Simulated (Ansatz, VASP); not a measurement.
# One calculation of Si2NF2, two programs

```xyz
5
Lattice="3.9674 0.0000 0.0000 -1.9837 3.4359 0.0000 0.0000 0.0000 7.0599" Properties=species:S:1:pos:R:3 pbc="T T T"
Si    0.0000    2.2906    0.0000
Si    1.9837    1.1453    0.0000
N     0.0000    0.0000    3.5299
F     0.0000    0.0000    1.7624
F     0.0000    0.0000    5.2975
```

Alike in both runs: functional PBE; k mesh 6 × 6 × 4; occupations gaussian, width 0.1 eV; collinear spin.

Ansatz relaxed the structure, and its values are those at the end. VASP's run is a single point on that final structure, the one shown.

|  | VASP | Ansatz |
| --- | --- | --- |
| version | VASP 6.6.1 | Ansatz 0.2.0 |
| potentials or method | VASP PAW PBE potentials, release 64 (Si, N, F), cutoff 520 eV | scalar-relativistic, plane waves, PAW |
| valence electrons in the cell | 27 | 27 |

```tsv
	VASP	Ansatz	Ansatz less VASP
gap on the k mesh at the Fermi level (eV)	none	none	-
pressure (GPa)	0.0	0.2	+0.15
rms of the force components (eV/Å)	0.000	0.007	+0.0069
net moment per atom (μB)	0.40	0.40	0.000
size of the moment on the site where the two differ most (μB)	1.30	1.28	-0.021
```

Site moments also hang on the region over which each program counts them. A gap of «none» marks a metal or a gap that the smearing closes. The functional is the same, so the differences come from potentials, cutoffs and numerics.
